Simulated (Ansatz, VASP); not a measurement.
# One calculation of Li2ClF, two programs

The input INCAR:

```
SYSTEM = Li2ClF
PREC = Accurate ; ENCUT = 750
EDIFF = 1E-6 ; ISMEAR = -1
SIGMA = 0.02 ; LREAL = .False.
LASPH = .True. ; NELM = 120
ALGO = Normal ; ISIF = 2
LWAVE = .False. ; LCHARG = .False.
GGA = PE ; NBANDS = 18
GGA_COMPAT = .False.
```

Contents of KPOINTS:

```
regular mesh
0
Gamma
  8 8 6
  0 0 0
```

Contents of POSCAR:

```
Li2ClF
1.0
    3.3050341878      0.0000000000      0.0000000000
    0.0000000000      3.3050341878      0.0000000000
    0.0000000000      0.0000000000      4.6293835978
F Li Cl
1 2 1
Direct
    0.0000000000      0.0000000000      0.0000000000
    0.0000000000      0.0000000000      0.5000000000
    0.5000000000      0.5000000000      0.0000000000
    0.5000000000      0.5000000000      0.5000000000
```

Input for Ansatz:

```yaml
crystal:
  lattice:
    - [3.3050341878, 0.0, 0.0]
    - [0.0, 3.3050341878, 0.0]
    - [0.0, 0.0, 4.6293835978]
  atoms:
    - { symbol: F, position: [0.0, 0.0, 0.0] }
    - { symbol: Li, position: [0.0, 0.0, 0.5] }
    - { symbol: Cl, position: [0.5, 0.5, 0.5] }
    - { symbol: Li, position: [0.5, 0.5, 0.0] }
kpoints:
  mp_grid: { grid: [8, 8, 6] }
  band_path:
    path:
      - [0.0, 0.0, 0.0]
      - [0.0, 0.5, 0.0]
      - [0.5, 0.5, 0.0]
      - [0.0, 0.0, 0.5]
      - [0.0, 0.5, 0.5]
      - [0.5, 0.5, 0.5]
    npoints: 1
hamiltonian:
  xc: pbe
scf:
  occupations: { method: fermi_dirac, width: 0.02 }
  n_extra_bands: 5
output:
  forces: true
  stress: true
  eigenvalues: true
```

Change from the starting cell: epitaxial_xy strain -1.1%.

Alike in both runs: task single point; functional PBE; k mesh 8 × 8 × 6; occupations fermi-dirac, width 0.02 eV; no spin polarisation.

|  | VASP | Ansatz |
| --- | --- | --- |
| version | VASP 6.6.1 | Ansatz 0.2.0 |
| potentials or method | VASP PAW PBE potentials, release 64 (F, Li_sv, Cl) | plane waves, PAW |
| plane-wave cutoff (eV) | 750 | 420 |
| valence electrons in the cell | 20 | 20 |

Ansatz gave:

- gap on the k mesh at the Fermi level (eV): 6.54
- pressure (GPa): 2.2

Task: Which values does VASP return?

Result: gap on the k mesh at the Fermi level (eV): 6.55; pressure (GPa): 1.9.
